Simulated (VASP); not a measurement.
A run of VASP 6.6.1:

Contents of INCAR:

```
SYSTEM = Si
PREC = Accurate ; ENCUT = 520
EDIFF = 1E-6 ; ISMEAR = 0
SIGMA = 0.15 ; LREAL = .False.
LASPH = .True. ; NELM = 60
ALGO = Normal ; ISIF = 2
LWAVE = .False. ; LCHARG = .False.
GGA = PE ; NBANDS = 11
```

Contents of KPOINTS:

```
regular mesh
0
Gamma
  20 20 20
  0 0 0
```

Contents of POSCAR:

```
Si
1.0
   -2.4425134736      2.4425134736      1.3292653899
    2.4425134736     -2.4425134736      1.3292653899
    2.4425134736      2.4425134736     -1.3292653899
Si
2
Direct
    0.2500000000      0.7500000000      0.5000000000
    0.5000000000      0.5000000000      0.0000000000
```

Potentials or basis: VASP PAW PBE potentials, release 64 (Si).

Command:

```sh
$ cat potpaw_PBE.64/Si/POTCAR > POTCAR
$ mpirun -np 1 vasp_std > vasp.out
```

Hardware: 1 thread of Intel(R) Xeon(R) Platinum 8488C (Sapphire Rapids), on a shared host.

Estimate the wall time of this run.

Wall time 92 s on 1 thread of Intel(R) Xeon(R) Platinum 8488C (Sapphire Rapids) (shared host), peak memory 0.28 GiB. Counts: scf iterations 10, k points 641.
